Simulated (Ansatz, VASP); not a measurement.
Two plane-wave programs on EuS

```
CELL_PARAMETERS angstrom
0.00000 2.97850 2.97850
2.97850 0.00000 2.97850
2.97850 2.97850 0.00000
ATOMIC_POSITIONS crystal
Eu 0.00000 0.00000 0.00000
S 0.50000 0.50000 0.50000
```

Alike in both runs: task relaxation of cell and atoms; functional BLYP; dispersion D3(BJ); k mesh 8 × 8 × 8; occupations fermi-dirac, width 0.05 eV; collinear spin.

|  | VASP | Ansatz |
| --- | --- | --- |
| version | VASP 6.6.1 | Ansatz 0.2.0 |
| potentials or method | VASP PAW PBE potentials, release 64 (Eu, S) | Ansatz PAW |
| plane-wave cutoff (eV) | 600 | 420 |
| valence electrons in the cell | 23 | 23 |

|  | VASP | Ansatz | Ansatz less VASP |
| --- | --- | --- | --- |
| net moment per atom (μB) | 3.47 | 3.47 | +0.003 |
| size of the moment on the site where the two differ most (μB) | 6.57 | 6.70 | +0.132 |
| relaxed volume (Å³/atom) | 24.15 | 24.19 | +0.045 |
| relaxed cell length with the largest relative difference (Å) | 4.088 | 4.090 | +0.0025 |

VASP's potentials were made for PBE, not for BLYP. Site moments also hang on the region over which each program counts them.

Spin-orbit coupling is off throughout. Noted on Ansatz's run: the plane-wave basis is chosen anew once the cell has moved, so the energies of steps on either side of that aren't comparable.
